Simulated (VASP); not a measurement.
# TiC (I4/mmm) in VASP: a series of runs

Runs on TiC. Level: PBEsol. Tasks: single point.

All numbers are computed with VASP 6.6.1; they aren't measurements. Logs are shortened: lines on timing, memory, paths and dates and some standing lists are left out, and cuts for length are marked.

## (1) The cell of the first run

Symmetry: I4/mmm, No. 139, tetragonal system. The conventional cell has a = 3.152 Å, b = 3.152 Å, c = 4.328 Å, α = 90.00°, β = 90.00°, γ = 90.00°. Ti (site symmetry 4/mmm) has 6 C at 2.16 to 2.23 Å within 2.9 Å. Within 2.9 Å of C (site symmetry 4/mmm) lie 6 Ti at 2.16 to 2.23 Å.

## (2) Single point, PBEsol (strain +0.030 along x and y, +0.000 along z)

The input, INCAR:

```
SYSTEM = TiC
ALGO     = Normal         ! electronic algorithm
EDIFF    = 1E-6           ! SCF threshold, eV
ENCUT    = 520            ! plane-wave cutoff, eV
GGA      = PS             ! functional
ISIF     = 2              ! what is computed and relaxed
ISMEAR   = 0              ! smearing method
LASPH    = .TRUE.         ! aspherical terms in the spheres
LCHARG   = .FALSE.        ! write CHGCAR
LREAL    = .FALSE.        ! projectors in reciprocal space
LWAVE    = .FALSE.        ! write WAVECAR
NBANDS   = 15             ! bands
NELM     = 80             ! most SCF steps
PREC     = Accurate       ! precision mode
SIGMA    = 0.15           ! smearing width, eV
```

The input, KPOINTS:

```
k-points
0
G
  18 18 18
  0 0 0
```

The input, POSCAR:

```
TiC
1.0
    0.0000000000      2.2289200000      2.1640000000
    2.2289200000      0.0000000000      2.1640000000
    2.2289200000      2.2289200000      0.0000000000
Ti C
1 1
Direct
    0.0000000000      0.0000000000      0.0000000000
    0.5000000000      0.5000000000      0.5000000000
```

Potentials or basis: VASP PAW PBE potentials, release 64 (Ti_sv, C).

Launch:

```sh
$ cat potpaw_PBE.64/Ti_sv/POTCAR potpaw_PBE.64/C/POTCAR > POTCAR
$ mpirun -np 1 vasp_std > vasp.out
```

OUTCAR:

```text
SYSTEM = TiC
   EDIFF = 1E-6
   ENCUT = 520
   GGA = PS
   ISIF = 2
   ISMEAR = 0
   LASPH = .TRUE.
   LREAL = .FALSE.
   NELM = 80
   PREC = Accurate

 ion  position               nearest neighbor table
   1  0.000  0.000  0.000-   2 2.16   2 2.16   2 2.23   2 2.23   2 2.23   2 2.23
   2  0.500  0.500  0.500-   1 2.16   1 2.16   1 2.23   1 2.23   1 2.23   1 2.23

  LATTYP: Found a body centered tetragonal cell.
 ALAT       =     3.1521688934
 C/A-ratio  =     1.3730228761

  Lattice vectors:

 A1 = (   0.0000000000,  -2.2289200000,  -2.1640000000)
 A2 = (   0.0000000000,   2.2289200000,  -2.1640000000)
 A3 = (   2.2289200000,   0.0000000000,   2.1640000000)

Analysis of symmetry for initial positions (statically):
=====================================================================
 Subroutine PRICEL returns:
 Original cell was already a primitive cell.

 Routine SETGRP: Setting up the symmetry group for a
 body centered tetragonal supercell.

 Subroutine GETGRP returns: Found 16 space group operations
 (whereof 16 operations were pure point group operations)
 out of a pool of 16 trial point group operations.

The static configuration has the point symmetry D_4h.

Analysis of symmetry for dynamics (positions and initial velocities):
=====================================================================
 Subroutine PRICEL returns:
 Original cell was already a primitive cell.

 Routine SETGRP: Setting up the symmetry group for a
 body centered tetragonal supercell.

 Subroutine GETGRP returns: Found 16 space group operations
 (whereof 16 operations were pure point group operations)
 out of a pool of 16 trial point group operations.

The dynamic configuration has the point symmetry D_4h.

 Subroutine INISYM returns: Found 16 space group operations
 (whereof 16 operations are pure point group operations),
 and found     1 'primitive' translations

----------------------------------------------------------------------------------------

                                     Primitive cell

  volume of cell :      21.5019

  direct lattice vectors                    reciprocal lattice vectors
     0.000000000  2.228920000  2.164000000    -0.224323888  0.224323888  0.231053604
     2.228920000  0.000000000  2.164000000     0.224323888 -0.224323888  0.231053604
     2.228920000  2.228920000  0.000000000     0.224323888  0.224323888 -0.231053604

  length of vectors
     3.106602705  3.106602705  3.152168893     0.392464242  0.392464242  0.392464242

  position of ions in fractional coordinates (direct lattice)
[... 90 lines left out ...]
   NELECT =      16.0000    total number of electrons
   NUPDOWN=      -1.0000    fix difference up-down
   EMIN   =  10.00;   EMAX   =-10.00  energy-range for DOS
   EFERMI =   0.00;   METHOD = LEGACY
   ISMEAR =     0;   SIGMA  =   0.15  broadening in eV -4-tet -1-fermi 0-gaus
   EFERMI_NEDOS =   21; number of points for ismear=-14 and -15
   IALGO  =     38    algorithm
   IMIX   =      4    mixing-type and parameters
     AMIX     =   0.40;   BMIX     =  1.00
     AMIX_MAG =   1.60;   BMIX_MAG =  1.00
  volume/ion in A,a.u.               =      10.75        72.55
  Fermi-wavevector in a.u.,A,eV,Ry     =   1.483506  2.803421 29.943582  2.200791
  Thomas-Fermi vector in A             =   2.597159
   LORBIT       =      0    0 simple, 1 ext, 2 COOP (PROOUT), +10 PAW based schemes
   GGA     = PS    functional components
   LHFCALC =     F    Hartree Fock is set to
   AEXX    =    0.0000 exact exchange contribution
   IVDW    =     0    specifies the selected vdW correction
   LEPSILON=     F    determine dielectric tensor
   LRPA    =     F    only Hartree local field effects (RPA)
 non-spin polarized calculation
 Gauss-broadening in eV      SIGMA  =   0.15
  energy-cutoff  :      520.00
  volume of cell :       21.50
 maximum number of plane-waves:       592
   NGX = 11   NGY = 11   NGZ = 11

 number of electron      16.0000000 magnetization

 Free energy of the ion-electron system (eV)
  ---------------------------------------------------
  ext. energy  EPLUGINS =         0.00000000
  ---------------------------------------------------
  free energy    TOTEN  =       -19.68770866 eV

  energy without entropy =      -19.68410862  energy(sigma->0) =      -19.68590864

 E-fermi :   8.6498     XC(G=0): -12.5667

 val. band max:        8.6459664134   @ k =   0.1111  -0.0000   0.0556
 cond. band min:       8.6536931677   @ k =   0.1111   0.0556   0.0000
 fundamental gap:      0.0077267544
 Fermi energy:         8.6497537459

 k-point     1 :       0.0000    0.0000    0.0000
  band No.  band energies     occupation
      1     -47.8409      2.00000
      2     -24.0084      2.00000
      3     -24.0084      2.00000
      4     -23.9647      2.00000
      5      -3.4527      2.00000
      6       9.2294      0.00000
      7       9.2294      0.00000
      8       9.4257      0.00000
      9      10.1531      0.00000
     10      10.2521      0.00000
     11      10.2521      0.00000
     12      10.3407      0.00000
     13      10.3417      0.00000
     14      18.3316      0.00000
[... 401 lines left out ...]
      2     -24.1926      2.00000
      3     -24.0272      2.00000
      4     -24.0045      2.00000
      5      -2.2822      2.00000
      6       6.1188      2.00000
      7       6.9972      2.00000
      8       7.2996      2.00000
      9      10.0380      0.00000
     10      10.4587      0.00000
     11      11.3344      0.00000
     12      13.6505      0.00000
     13      14.3248      0.00000
     14      19.2411      0.00000
     15      22.3396      0.00000

 [... further k-points ...]

------------------------ aborting loop because EDIFF is reached ----------------------------------------

  FORCE on cell =-STRESS in cart. coord.  units (eV):
  Direction    XX          YY          ZZ          XY          YZ          ZX
  --------------------------------------------------------------------------------------
  -------------------------------------------------------------------------------------
  Total       -2.8674313     -2.8674313     -1.6486138      0.0000000      0.0000000     -0.0000000
  in kB     -213.6620491   -213.6620491   -122.8438153      0.0000000      0.0000000     -0.0000000
  external PRESSURE =    -183.3893045 kB  Pullay stress =       0.0000000 kB

 VOLUME and BASIS-vectors are now :
 -----------------------------------------------------------------------------
  energy-cutoff  :      520.00
  volume of cell :       21.50
      direct lattice vectors                 reciprocal lattice vectors
     0.000000000  2.228920000  2.164000000    -0.224323888  0.224323888  0.231053604
     2.228920000  0.000000000  2.164000000     0.224323888 -0.224323888  0.231053604
     2.228920000  2.228920000  0.000000000     0.224323888  0.224323888 -0.231053604

 POSITION                                       TOTAL-FORCE (eV/Angst)
 -----------------------------------------------------------------------------------
      0.00000      0.00000      0.00000         0.000000     -0.000000     -0.000000
      2.22892      2.22892      2.16400        -0.000000      0.000000      0.000000
 -----------------------------------------------------------------------------------
    total drift:                                0.000000     -0.000000     -0.000000

  FREE ENERGIE OF THE ION-ELECTRON SYSTEM (eV)
  ---------------------------------------------------
  free  energy   TOTEN  =       -19.6877086612 eV

  energy  without entropy=      -19.6841086213  energy(sigma->0) =      -19.68590864
```

OSZICAR:

```text
N       E                     dE             d eps       ncg     rms          rms(c)
DAV:   1     0.116565959051E+03    0.11657E+03   -0.79633E+03 14443   0.126E+03
DAV:   2    -0.174579463902E+02   -0.13402E+03   -0.12586E+03 15415   0.330E+02
DAV:   3    -0.250141922666E+02   -0.75562E+01   -0.74327E+01 19269   0.772E+01
DAV:   4    -0.252520800857E+02   -0.23789E+00   -0.23766E+00 17775   0.127E+01
DAV:   5    -0.252578521734E+02   -0.57721E-02   -0.57705E-02 19214   0.175E+00    0.174E+01
DAV:   6    -0.204347500097E+02    0.48231E+01   -0.11711E+01 20524   0.554E+01    0.714E+00
DAV:   7    -0.197557565395E+02    0.67899E+00   -0.22746E+00 17012   0.212E+01    0.459E+00
DAV:   8    -0.197372379782E+02    0.18519E-01   -0.11318E-01 16437   0.295E+00    0.379E+00
DAV:   9    -0.196931786366E+02    0.44059E-01   -0.13796E-01 18436   0.564E+00    0.875E-01
DAV:  10    -0.196919385694E+02    0.12401E-02   -0.18195E-02 18702   0.126E+00    0.701E-01
DAV:  11    -0.196890222653E+02    0.29163E-02   -0.31287E-03 16648   0.861E-01    0.443E-01
DAV:  12    -0.196877866781E+02    0.12356E-02   -0.21644E-03 16542   0.808E-01    0.975E-02
DAV:  13    -0.196877194926E+02    0.67186E-04   -0.16610E-04 16388   0.173E-01    0.496E-02
DAV:  14    -0.196877090636E+02    0.10429E-04   -0.36023E-05 19271   0.452E-02    0.981E-03
DAV:  15    -0.196877086612E+02    0.40242E-06   -0.17050E-06 14195   0.134E-02
   1 F= -.19687709E+02 E0= -.19685909E+02  d E =-.360004E-02
```

Wall time 2.4 min (1 thread of Intel Xeon Platinum 8259CL at 2.50GHz (Skylake/Cascade Lake), shared host); peak memory 0.27 GiB.

Results:

```
Free energy            : -19.6877 eV
Pressure               : -18.3 GPa
Band gap on the k mesh : zero (bands 8 and 9 overlap by 1.36 eV)
```

Caveat: the cell differs from its parent crystal (strain +0.030 along x and y, +0.000 along z); the stress differs along the axes, from -21 to -12 GPa; the PAW data sets were made with another functional, which shifts forces and pressure a little.

## (3) Single point, PBEsol (strain -0.030 along x and y, +0.000 along z)

The input, INCAR:

```
SYSTEM = TiC
ALGO = Normal
EDIFF = 1E-7
ENCUT = 520
GGA = PS
ISIF = 2
ISMEAR = 0
LASPH = .TRUE.
LCHARG = .FALSE.
LREAL = .FALSE.
LWAVE = .FALSE.
NBANDS = 15
NELM = 100
PREC = Accurate
SIGMA = 0.15
```

KPOINTS is that of step 2.

The input, POSCAR:

```
TiC
1.0
    0.0000000000      2.0990800000      2.1640000000
    2.0990800000      0.0000000000      2.1640000000
    2.0990800000      2.0990800000      0.0000000000
Ti C
1 1
Direct
    0.0000000000      0.0000000000      0.0000000000
    0.5000000000      0.5000000000      0.5000000000
```

Potentials or basis: VASP PAW PBE potentials, release 64 (Ti_sv, C).

Launch:

```sh
$ cat potpaw_PBE.64/Ti_sv/POTCAR potpaw_PBE.64/C/POTCAR > POTCAR
$ mpirun -np 1 vasp_std > vasp.out
```

Run time: 2.3 min. Hardware: 1 thread of Intel Xeon Platinum 8259CL at 2.50GHz (Skylake/Cascade Lake), shared host; peak memory 0.26 GiB.

The run converged. Its results:

```yaml
Free_energy: -19.7613 eV
Pressure: 11.3 GPa
Band_gap_on_the_k_mesh: zero (bands 8 and 9 overlap by 1.27 eV)
```

Stress tensor (GPa, compression positive):
```
16.26  0.00  0.00
 0.00 16.26  0.00
 0.00  0.00  1.42
```

Levels at points of the mesh, in eV from the Fermi level:
```
           k point  band 6  band 7  band 8  band 9  band 10  band 11
(0.00, 0.00, 0.00)    0.52    0.77    0.77    1.69     1.71     1.83
(0.50, 0.00, 0.00)   -6.17   -3.15   -3.08    3.11     3.25     4.49
(0.50, 0.50, 0.00)   -3.71   -1.84    0.19    0.19     2.97     3.83
(0.50, 0.00, 0.50)   -3.35   -1.89   -0.07   -0.02     2.97     3.74
```

Caveat: the cell differs from its parent crystal (strain -0.030 along x and y, +0.000 along z); the stress differs along the axes, from 1 to 16 GPa; the PAW data sets were made with another functional, which shifts forces and pressure a little.

## (4) Single point, PBEsol (strain -0.015 along x and y, -0.030 along z)

The input, INCAR:

```
ALGO = Normal
EDIFF = 1E-6
ENCUT = 520
GGA = PS
ISIF = 2
ISMEAR = 0
LASPH = T
LCHARG = F
LREAL = F
LWAVE = F
NBANDS = 15
NELM = 60
PREC = Accurate
SIGMA = 0.15
```

The input, KPOINTS:

```
k-points
0
Gamma
  18 18 18
```

The input, POSCAR:

```
TiC
1.0
    0.0000000000      2.1315400000      2.0990800000
    2.1315400000      0.0000000000      2.0990800000
    2.1315400000      2.1315400000      0.0000000000
Ti C
1 1
Direct
    0.0000000000      0.0000000000      0.0000000000
    0.5000000000      0.5000000000      0.5000000000
```

Launch:

```sh
$ cat potpaw_PBE.64/Ti_sv/POTCAR potpaw_PBE.64/C/POTCAR > POTCAR
$ mpirun -np 1 vasp_std > vasp.out
```

Wall time 2 min (1 thread of Intel Xeon Platinum 8259CL at 2.50GHz (Skylake/Cascade Lake), shared host); peak memory 0.25 GiB.

The run converged. Its results:

```yaml
Free_energy: -19.7749 eV
Pressure: 10.7 GPa
Band_gap_on_the_k_mesh: zero (bands 8 and 9 overlap by 1.29 eV)
```

Stress tensor (GPa, compression positive):
```
 8.06  0.00  0.00
 0.00  8.06  0.00
 0.00  0.00 15.99
```

Levels at points of the mesh, in eV from the Fermi level:
```csv
k point,band 4,band 5,band 6,band 7,band 8,band 9,band 10,band 11,band 12,band 13
"(0.00, 0.00, 0.00)",-32.23,-12.66,0.64,0.64,0.76,1.76,1.76,1.80,1.83,1.92
"(0.50, 0.00, 0.00)",-32.28,-8.82,-6.17,-3.12,-3.09,3.14,3.21,4.48,8.51,8.72
"(0.50, 0.50, 0.00)",-32.47,-10.30,-3.35,-1.89,-0.05,-0.05,2.98,3.85,3.85,6.59
"(0.50, 0.00, 0.50)",-32.44,-10.33,-3.54,-1.86,0.06,0.09,2.97,3.79,3.89,6.43
```

Caveat: the cell differs from its parent crystal (strain -0.015 along x and y, -0.030 along z); the stress differs along the axes, from 8 to 16 GPa; the PAW data sets were made with another functional, which shifts forces and pressure a little.

## (5) Overview

| cell | gap on the mesh (eV) | pressure (GPa) |
| --- | --- | --- |
| a = 3.107, b = 3.107, c = 3.152 Å, angles 59.5, 59.5, 61.0°, 2 atoms | none | -18.3 |
| a = 3.015, b = 3.015, c = 2.969 Å, angles 60.5, 60.5, 59.0°, 2 atoms | none | 11.3 |
| a = 2.992, b = 2.992, c = 3.014 Å, angles 59.7, 59.7, 60.5°, 2 atoms | none | 10.7 |

Alike in all rows: task single point; level PBEsol; potentials or basis VASP PAW PBE potentials, release 64 (Ti_sv, C); no spin polarisation; k mesh 18 × 18 × 18; cutoff (eV) 520; smearing gaussian 0.15 eV.

Caveats: the PAW data sets were made with another functional, which shifts forces and pressure a little; the stress differs along the axes, from -21 to -12 GPa (at least some runs); the stress differs along the axes, from 1 to 16 GPa (at least some runs); the stress differs along the axes, from 8 to 16 GPa (at least some runs).

Absolute energies hang on the potentials; compare differences alone.

The gap in the log of VASP goes by the Fermi energy; the results here count the filled bands.